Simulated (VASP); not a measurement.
# BaTiO3 in VASP: single point with LDA+U

Aim: the single point of BaTiO3 with LDA+U.

Everything below comes from runs of VASP 6.6.1. Logs are shortened: lines on timing, memory, paths and dates and some standing lists are left out, and cuts for length are marked.

## 1. The cell of the first run

The typed cell holds 5 atoms: a = 3.944 Å, b = 3.944 Å, c = 3.945 Å, α = 89.95°, β = 89.95°, γ = 89.95°.

## 2. Single point, LDA+U

Contents of INCAR:

```
SYSTEM = BaTiO3
PREC = Accurate
ENCUT = 600
EDIFF = 1E-6
ISMEAR = -1
SIGMA = 0.05
LREAL = .False.
LASPH = .True.
NELM = 200
ALGO = Normal
ISIF = 2
LWAVE = .False.
LCHARG = .False.
LMAXMIX = 4
LDAU = .True.
LDAUTYPE = 2
LDAUL = -1 2 -1
LDAUU = 0 1 0
LDAUJ = 0 0 0
LDAUPRINT = 1
NBANDS = 28
GGA_COMPAT = .False.
```

Contents of KPOINTS:

```
Automatic mesh
0
Gamma
  7 7 7
  0 0 0
```

Contents of POSCAR:

```
BaTiO3
1.0
    3.9437937503      0.0017305231      0.0017130151
    0.0017305231      3.9439396588      0.0017129555
    0.0017208097      0.0017207498      3.9445553670
Ba Ti O
1 1 3
Direct
    0.9960445025      0.9960195257      0.0015523119
    0.4888918566      0.4888285299      0.4942480224
    0.5038563597      0.5038739655      0.0131200287
    0.5038705383      0.0073823308      0.5095382479
    0.0073367529      0.5038956481      0.5095413990
```

Potentials or basis: VASP PAW LDA potentials, release 64 (Ba_sv, Ti_sv, O).

Launch:

```bash
cat potpaw_LDA.64/Ba_sv/POTCAR potpaw_LDA.64/Ti_sv/POTCAR potpaw_LDA.64/O/POTCAR > POTCAR
mpirun -np 1 vasp_std > vasp.out
```

OUTCAR:

```text
SYSTEM = BaTiO3
   PREC = Accurate
   ENCUT = 600
   EDIFF = 1E-6
   ISMEAR = -1
   LREAL = .False.
   LASPH = .True.
   NELM = 200
   ISIF = 2

 ion  position               nearest neighbor table
   1  0.996  0.996  0.002-   5 2.75   4 2.75   3 2.75   4 2.79   3 2.79   5 2.79   3 2.79   5 2.79
                             4 2.79   3 2.83   4 2.83   5 2.83   2 3.37   2 3.40   2 3.40   2 3.40
   2  0.489  0.489  0.494-   3 1.90   4 1.90   5 1.90   5 2.05   4 2.05   3 2.05   1 3.37   1 3.40
                             1 3.40   1 3.40   1 3.43   1 3.43   1 3.43   1 3.47
   3  0.504  0.504  0.013-   2 1.90   2 2.05   1 2.75   1 2.79   1 2.79   1 2.83
   4  0.504  0.007  0.510-   2 1.90   2 2.05   1 2.75   1 2.79   1 2.79   1 2.83
   5  0.007  0.504  0.510-   2 1.90   2 2.05   1 2.75   1 2.79   1 2.79   1 2.83

  LATTYP: Found a triclinic cell.
 ALAT       =     3.9439404105
 B/A-ratio  =     1.4135666043
 C/A-ratio  =     1.7316206722
 COS(alpha) =     0.0000302333
 COS(beta)  =     0.5774976365
 COS(gamma) =     0.7068094735

  Lattice vectors:

 A1 = (  -0.0017305231,  -3.9439396588,  -0.0017129555)
 A2 = (   3.9420632272,  -3.9422091357,   0.0000000596)
 A3 = (  -3.9438034637,  -3.9439494321,   3.9411293964)

Analysis of symmetry for initial positions (statically):
=====================================================================
 Subroutine PRICEL returns:
 Original cell was already a primitive cell.

 Routine SETGRP: Setting up the symmetry group for a
 triclinic supercell.

 Subroutine GETGRP returns: Found  1 space group operations
 (whereof  1 operations were pure point group operations)
 out of a pool of  2 trial point group operations.

The static configuration has the point symmetry C_1 .

Analysis of symmetry for dynamics (positions and initial velocities):
=====================================================================
 Subroutine PRICEL returns:
 Original cell was already a primitive cell.

 Routine SETGRP: Setting up the symmetry group for a
 triclinic supercell.

 Subroutine GETGRP returns: Found  1 space group operations
 (whereof  1 operations were pure point group operations)
 out of a pool of  2 trial point group operations.

The dynamic configuration has the point symmetry C_1 .

 Subroutine INISYM returns: Found  1 space group operations
 (whereof  1 operations are pure point group operations),
 and found     1 'primitive' translations

----------------------------------------------------------------------------------------

                                     Primitive cell

  volume of cell :      61.3539

  direct lattice vectors                    reciprocal lattice vectors
     3.943793750  0.001730523  0.001713015     0.253563053 -0.000111210 -0.000110568
     0.001730523  3.943939659  0.001712955    -0.000111210  0.253553672 -0.000110560
     0.001720810  0.001720750  3.944555367    -0.000110067 -0.000110059  0.253514094

  length of vectors
     3.943794502  3.943940410  3.944556118     0.253563101  0.253553720  0.253514141

  position of ions in fractional coordinates (direct lattice)
     0.996044502  0.996019526  0.001552312
     0.488891857  0.488828530  0.494248022
     0.503856360  0.503873965  0.013120029
     0.503870538  0.007382331  0.509538248
     0.007336753  0.503895648  0.509541399

  ion indices of the primitive-cell ions
   primitive index   ion index
                 1           1
                 2           2
                 3           3
                 4           4
                 5           5

----------------------------------------------------------------------------------------

[... 59 lines left out ...]
 SYSTEM =  BaTiO3
   PREC   = accura    normal or accurate (medium, high low for compatibility)
   ISTART =      0    job   : 0-new  1-cont  2-samecut
   ICHARG =      2    charge: 1-file 2-atom 10-const
   ISPIN  =      1    spin polarized calculation?
   LNONCOLLINEAR =      F non collinear calculations
   LSORBIT =      F    spin-orbit coupling
   LASPH  =      T    aspherical Exc in radial PAW
   ENCUT  =  600.0 eV  44.10 Ry    6.64 a.u.   7.88  7.88  7.88*2*pi/ulx,y,z
   NELM   =    200;   NELMIN=  2; NELMDL= -5     # of ELM steps
   EDIFF  = 0.1E-05   stopping-criterion for ELM
   LREAL  =      F    real-space projection
   EDIFFG = 0.1E-04   stopping-criterion for IOM
   NSW    =      0    number of steps for IOM
   IBRION =     -1    ionic relax: 0-MD 1-quasi-New 2-CG
   NFREE  =      0    steps in history (QN), initial steepest desc. (CG)
   ISIF   =      2    stress and relaxation
   ISYM   =      2    0-nonsym 1-usesym 2-fastsym
   POTIM  = 0.5000    time-step for ionic-motion
   TEBEG  =    0.0;   TEEND  =   0.0 temperature during run
   PSTRESS=    0.0 pullay stress
   NELECT =      40.0000    total number of electrons
   NUPDOWN=      -1.0000    fix difference up-down
   EMIN   =  10.00;   EMAX   =-10.00  energy-range for DOS
   EFERMI =   0.00;   METHOD = LEGACY
   ISMEAR =    -1;   SIGMA  =   0.05  broadening in eV -4-tet -1-fermi 0-gaus
   EFERMI_NEDOS =   21; number of points for ismear=-14 and -15
   IALGO  =     38    algorithm
   IMIX   =      4    mixing-type and parameters
     AMIX     =   0.40;   BMIX     =  1.00
     AMIX_MAG =   1.60;   BMIX_MAG =  1.00
  volume/ion in A,a.u.               =      12.27        82.81
  Fermi-wavevector in a.u.,A,eV,Ry     =   1.419539  2.682540 27.416987  2.015092
  Thomas-Fermi vector in A             =   2.540549
   LORBIT       =      0    0 simple, 1 ext, 2 COOP (PROOUT), +10 PAW based schemes
 LDA+U is selected, type is set to LDAUTYPE =  2
   angular momentum for each species LDAUL =    -1    2   -1
   U (eV)           for each species LDAUU =   0.0  1.0  0.0
   J (eV)           for each species LDAUJ =   0.0  0.0  0.0
   GGA     = CA    functional components
   LHFCALC =     F    Hartree Fock is set to
   AEXX    =    0.0000 exact exchange contribution
   IVDW    =     0    specifies the selected vdW correction
   LEPSILON=     F    determine dielectric tensor
   LRPA    =     F    only Hartree local field effects (RPA)
 non-spin polarized calculation
  energy-cutoff  :      600.00
  volume of cell :       61.35
 maximum number of plane-waves:      2085
   NGX = 15   NGY = 15   NGZ = 15

atom =   2  type =  2  l = 2

 onsite density matrix

spin component  1

  0.1280 -0.0002  0.0024 -0.0002 -0.0000
 -0.0002  0.1281 -0.0012 -0.0002  0.0021
  0.0024 -0.0012  0.2577 -0.0012  0.0000
 -0.0002 -0.0002 -0.0012  0.1281 -0.0021
 -0.0000  0.0021  0.0000 -0.0021  0.2576

spin component  2

  0.1280 -0.0002  0.0024 -0.0002 -0.0000
 -0.0002  0.1281 -0.0012 -0.0002  0.0021
  0.0024 -0.0012  0.2577 -0.0012  0.0000
 -0.0002 -0.0002 -0.0012  0.1281 -0.0021
 -0.0000  0.0021  0.0000 -0.0021  0.2576

 occupancies and eigenvectors

  o =  0.1277  v = -0.6458 -0.5242  0.0017 -0.5551 -0.0004  0.0000  0.0000  0.0000  0.0000  0.0000      0.0000  0.0000  0.0000  0.0000  0.0000  0.0000  0.0000  0.0000  0.0000  0.0000
  o =  0.1277  v =  0.0000  0.0000  0.0000  0.0000  0.0000 -0.6458 -0.5242  0.0017 -0.5551 -0.0004      0.0000  0.0000  0.0000  0.0000  0.0000  0.0000  0.0000  0.0000  0.0000  0.0000
  o =  0.1281  v =  0.7550 -0.3317 -0.0222 -0.5651 -0.0037  0.0000  0.0000  0.0000  0.0000  0.0000      0.0000  0.0000  0.0000  0.0000  0.0000  0.0000  0.0000  0.0000  0.0000  0.0000
  o =  0.1281  v =  0.0000  0.0000  0.0000  0.0000  0.0000  0.7550 -0.3317 -0.0222 -0.5651 -0.0037      0.0000  0.0000  0.0000  0.0000  0.0000  0.0000  0.0000  0.0000  0.0000  0.0000
  o =  0.1282  v =  0.0000  0.0000  0.0000  0.0000  0.0000  0.1121 -0.7841 -0.0037  0.6100  0.0226      0.0000  0.0000  0.0000  0.0000  0.0000  0.0000  0.0000  0.0000  0.0000  0.0000
  o =  0.1282  v =  0.1121 -0.7841 -0.0037  0.6100  0.0226  0.0000  0.0000  0.0000  0.0000  0.0000      0.0000  0.0000  0.0000  0.0000  0.0000  0.0000  0.0000  0.0000  0.0000  0.0000
  o =  0.2577  v =  0.0031 -0.0176  0.1710  0.0143 -0.9850  0.0000  0.0000  0.0000  0.0000  0.0000      0.0000  0.0000  0.0000  0.0000  0.0000  0.0000  0.0000  0.0000  0.0000  0.0000
  o =  0.2577  v =  0.0000  0.0000  0.0000  0.0000  0.0000  0.0031 -0.0176  0.1710  0.0143 -0.9850      0.0000  0.0000  0.0000  0.0000  0.0000  0.0000  0.0000  0.0000  0.0000  0.0000
  o =  0.2578  v =  0.0000  0.0000  0.0000  0.0000  0.0000 -0.0181  0.0065 -0.9850  0.0120 -0.1710      0.0000  0.0000  0.0000  0.0000  0.0000  0.0000  0.0000  0.0000  0.0000  0.0000
  o =  0.2578  v = -0.0181  0.0065 -0.9850  0.0120 -0.1710  0.0000  0.0000  0.0000  0.0000  0.0000      0.0000  0.0000  0.0000  0.0000  0.0000  0.0000  0.0000  0.0000  0.0000  0.0000

 number of electron      40.0000009 magnetization

 Free energy of the ion-electron system (eV)
  ---------------------------------------------------
  ext. energy  EPLUGINS =         0.00000000
  ---------------------------------------------------
  free energy    TOTEN  =       -43.44239827 eV

  energy without entropy =      -43.44239827  energy(sigma->0) =      -43.44239827

 E-fermi :   4.9333     XC(G=0): -11.9605

 val. band max:        3.8217188922   @ k =   0.4286   0.4286   0.4286
 cond. band min:       5.9726425127   @ k =   0.0000   0.0000   0.0000
 fundamental gap:      2.1509236205
 Fermi energy:         4.9333499637

 k-point     1 :       0.0000    0.0000    0.0000
  band No.  band energies     occupation
      1     -51.9542      2.00000
      2     -28.6012      2.00000
      3     -28.6008      2.00000
      4     -28.5969      2.00000
      5     -20.6744      2.00000
      6     -12.7818      2.00000
[... 733 lines left out ...]
     27      12.5864      0.00000
     28      13.0090      0.00000

 [... further k-points ...]

------------------------ aborting loop because EDIFF is reached ----------------------------------------

  FORCE on cell =-STRESS in cart. coord.  units (eV):
  Direction    XX          YY          ZZ          XY          YZ          ZX
  --------------------------------------------------------------------------------------
  -------------------------------------------------------------------------------------
  Total        1.1230391      1.1238699      1.1224691     -0.0130597     -0.0117797     -0.0119702
  in kB       29.3267005     29.3483940     29.3118138     -0.3410363     -0.3076121     -0.3125855
  external PRESSURE =      29.3289694 kB  Pullay stress =       0.0000000 kB

 VOLUME and BASIS-vectors are now :
 -----------------------------------------------------------------------------
  energy-cutoff  :      600.00
  volume of cell :       61.35
      direct lattice vectors                 reciprocal lattice vectors
     3.943793750  0.001730523  0.001713015     0.253563053 -0.000111210 -0.000110568
     0.001730523  3.943939659  0.001712955    -0.000111210  0.253553672 -0.000110560
     0.001720810  0.001720750  3.944555367    -0.000110067 -0.000110059  0.253514094

 POSITION                                       TOTAL-FORCE (eV/Angst)
 -----------------------------------------------------------------------------------
      3.92992      3.92997      0.00954         0.017489      0.017627      0.018025
      1.92979      1.92961      1.95126         0.098678      0.099469      0.101228
      1.98800      1.98814      0.05348        -0.006919     -0.006903     -0.105652
      1.98805      0.03086      2.01078        -0.007037     -0.103091     -0.006805
      0.03068      1.98822      2.01079        -0.102211     -0.007101     -0.006797
 -----------------------------------------------------------------------------------
    total drift:                                0.000726      0.000717     -0.000644

  FREE ENERGIE OF THE ION-ELECTRON SYSTEM (eV)
  ---------------------------------------------------
  free  energy   TOTEN  =       -43.4423982707 eV

  energy  without entropy=      -43.4423982706  energy(sigma->0) =      -43.44239827
```

Run time: 2 min. Hardware: 1 thread of Intel Xeon 6975P-C (Granite Rapids), shared host; peak memory 0.42 GiB.

What came out:

```
Free energy            : -43.4424 eV
Pressure               : 2.9 GPa
Largest force          : 0.173 eV/Å
Band gap on the k mesh : 2.15 eV (least direct gap 2.29 eV)
```

Forces in eV/Å, atoms in the order of the input:
```
Ba   0.017  0.018  0.018
Ti   0.099  0.099  0.101
O   -0.007 -0.007 -0.106
O   -0.007 -0.103 -0.007
O   -0.102 -0.007 -0.007
```

Eigenvalues of the final occupation matrices:
| site | spin | trace | eigenvalues |
| --- | --- | --- | --- |
| site 2 d | 1 | 0.90 | 0.13 0.13 0.13 0.26 0.26 |
| site 2 d | 2 | 0.90 | 0.13 0.13 0.13 0.26 0.26 |

Caveat: spin-orbit coupling is left out, which moves the levels of the heavy elements. A k mesh can miss the band edges.
